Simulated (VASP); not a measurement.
A run of VASP 6.6.1 is set up as follows.

The input INCAR:

```
PREC     = Accurate       # precision mode
ENCUT    = 520            # plane-wave cutoff, eV
EDIFF    = 1E-6           # SCF threshold, eV
ISMEAR   = -1             # smearing method
SIGMA    = 0.02           # smearing width, eV
LREAL    = False          # projectors in reciprocal space
LASPH    = True           # aspherical terms in the spheres
NELM     = 80             # most SCF steps
ALGO     = Normal         # electronic algorithm
ISIF     = 2              # what is computed and relaxed
LWAVE    = False          # write WAVECAR
LCHARG   = True           # write CHGCAR
GGA      = PS             # functional
LELF     = True           # ELF
LVHAR    = True         
NBANDS   = 21             # bands
```

File KPOINTS:

```
Automatic mesh
0
Gamma
  6 6 4
```

The input POSCAR:

```
MgSnSb2
1.0
    4.5880568949      0.0000000000      0.0000000000
    0.0000000000      4.5880568949      0.0000000000
    0.0000000000      0.0000000000      6.5157482719
Mg Sb Sn
1 2 1
Direct
    0.0000000000      0.0000000000      0.0000000000
    0.0000000000      0.5000000000      0.2422646730
    0.5000000000      0.0000000000      0.7577353270
    0.5000000000      0.5000000000      0.5000000000
```

Potentials or basis: VASP PAW PBE potentials, release 64 (Mg, Sb, Sn_d).

Run with:

```bash
$ cat potpaw_PBE.64/Mg/POTCAR potpaw_PBE.64/Sb/POTCAR potpaw_PBE.64/Sn_d/POTCAR > POTCAR
$ mpirun -np 1 vasp_std > vasp.out
```

(1) Estimate the band gap on the k mesh.

(2) Predict the pressure.

Results:

(1) zero (bands 13 and 14 overlap by 0.21 eV).

(2) 0.1 GPa.

Caveat: semilocal functionals underestimate gaps, and a narrow one can read as zero; the PAW data sets were made with another functional, which shifts forces and pressure a little; spin-orbit coupling is left out, which moves the levels of the heavy elements.
